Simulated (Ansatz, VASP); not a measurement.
## One calculation of CuRu4, two programs

```
Cu Ru
1.0
     4.08114    0.00000    0.00000
    -2.04057    3.53437    0.00000
     0.00000    0.00000    7.41807
Cu Ru
1 4
Direct
  0.00000 0.00000 0.00000
  0.33333 0.66667 0.50000
  0.66667 0.33333 0.50000
  0.00000 0.00000 0.31737
  0.00000 0.00000 0.68263
```

Alike in both runs: functional PBE; k mesh 6 × 6 × 2; occupations gaussian, width 0.1 eV; no spin polarisation.

Ansatz relaxed the structure, and its values are those at the end. VASP's run is a single point on that final structure, the one shown.

```csv
,VASP,Ansatz
version,VASP 6.6.1,Ansatz 0.2.0
potentials or method,"VASP PAW PBE potentials, release 64 (Cu_sv_GW, Ru_sv), cutoff 700 eV","scalar-relativistic, plane waves, PAW"
valence electrons in the cell,83,83
```

VASP gave:

* gap on the k mesh at the Fermi level (eV): none
* pressure (GPa): -1.0
* rms of the force components (eV/Å): 0.008

Question: What did Ansatz give for the same quantities?

Answer: gap on the k mesh at the Fermi level (eV): none; pressure (GPa): -0.2; rms of the force components (eV/Å): 0.004.

A gap of «none» marks a metal or a gap that the smearing closes. The functional is the same, so the differences come from potentials, cutoffs and numerics.

The k mesh is coarse, so the values compare programs but aren't converged.
